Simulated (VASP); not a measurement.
Here is a VASP 6.6.1 calculation.

The input POSCAR:

```
Ti
1.0
    0.0000000000      2.0551516152      2.0551516152
    2.0551516152      0.0000000000      2.0551516152
    2.0551516152      2.0551516152      0.0000000000
Ti
1
Direct
    0.0000000000      0.0000000000      0.0000000000
```

File INCAR.step1:

```
SYSTEM = Ti
ALGO     = Normal         ! electronic algorithm
EDIFF    = 1E-4           ! SCF threshold, eV
ENCUT    = 520            ! plane-wave cutoff, eV
GGA      = PE             ! functional
ISMEAR   = 0              ! smearing method
LASPH    = .TRUE.         ! aspherical terms in the spheres
LCHARG   = .FALSE.        ! write CHGCAR
LREAL    = .FALSE.        ! projectors in reciprocal space
LWAVE    = .TRUE.         ! write WAVECAR
NBANDS   = 12             ! bands
NELM     = 80             ! most SCF steps
PREC     = Accurate       ! precision mode
SIGMA    = 0.1            ! smearing width, eV
```

The input INCAR.step2:

```
SYSTEM = Ti
ALGO     = Normal         ! electronic algorithm
EDIFF    = 1E-6           ! SCF threshold, eV
ENCUT    = 520            ! plane-wave cutoff, eV
ISIF     = 2              ! what is computed and relaxed
ISMEAR   = 0              ! smearing method
ISTART   = 1            
LASPH    = .TRUE.         ! aspherical terms in the spheres
LCHARG   = .TRUE.         ! write CHGCAR
LELF     = .TRUE.         ! ELF
LMIXTAU  = .TRUE.       
LREAL    = .FALSE.        ! projectors in reciprocal space
LVHAR    = .TRUE.       
LWAVE    = .FALSE.        ! write WAVECAR
METAGGA  = R2SCAN         ! meta-GGA
NBANDS   = 12             ! bands
NELM     = 80             ! most SCF steps
PREC     = Accurate       ! precision mode
SIGMA    = 0.1            ! smearing width, eV
```

File KPOINTS:

```
k-points
0
G
  18 18 18
  0 0 0
```

Potentials or basis: VASP PAW PBE potentials, release 64 (Ti_sv).

Run with:

```sh
$ cat potpaw_PBE.64/Ti_sv/POTCAR > POTCAR
$ cp INCAR.step1 INCAR
$ mpirun -np 1 vasp_std > vasp.out
$ cp INCAR.step2 INCAR
$ mpirun -np 1 vasp_std > vasp.out
```

(1) Estimate the band gap on the k mesh.

(2) What does it give for the pressure?

Results:

(1) zero (bands 6 and 7 overlap by 1.43 eV).

(2) 0.4 GPa.

Caveat: the PAW data sets were made with another functional, which shifts forces and pressure a little.
